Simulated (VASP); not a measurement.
A run of VASP 6.6.1:

Contents of INCAR:

```
SYSTEM = In3B2H3
PREC = Accurate ; ENCUT = 500
EDIFF = 1E-6 ; ISMEAR = 0
SIGMA = 0.15 ; LREAL = .FALSE.
LASPH = .TRUE. ; NELM = 120
ALGO = Normal ; ISIF = 2
LWAVE = .FALSE. ; LCHARG = .FALSE.
GGA = PE ; NBANDS = 34
GGA_COMPAT = .FALSE.
```

File KPOINTS:

```
Automatic mesh
0
G
  3 3 2
  0 0 0
```

POSCAR

```
In3B2H3
1.0
    4.2463703137      0.0000000000      0.0000000000
    0.0000000000      4.2463703137      0.0000000000
    0.0000000000      0.0000000000      6.8452063435
In B H
3 2 3
Direct
    0.5000000000      0.5000000000      0.5000000000
    0.0000000000      0.0000000000      0.5000000000
    0.0000000000      0.0000000000      0.0000000000
    0.5000000000      0.5000000000      0.8168404144
    0.5000000000      0.5000000000      0.1831595856
    0.5000000000      0.5000000000      0.0000000000
    0.0000000000      0.5000000000      0.0000000000
    0.5000000000      0.0000000000      0.0000000000
```

Potentials or basis: VASP PAW PBE potentials, release 64 (In_d, B, H).

Launch:

```console
$ cat potpaw_PBE.64/In_d/POTCAR potpaw_PBE.64/B/POTCAR potpaw_PBE.64/H/POTCAR > POTCAR
$ mpirun -np 1 vasp_std > vasp.out
```

Hardware: 1 thread of Intel Xeon 8259CL (shared host).

Task: Estimate the wall time of this run.

Result: Run time: 38 s on 1 thread of Intel Xeon 8259CL (shared host), peak memory 0.22 GiB. Counts: scf iterations 13, k points 6.
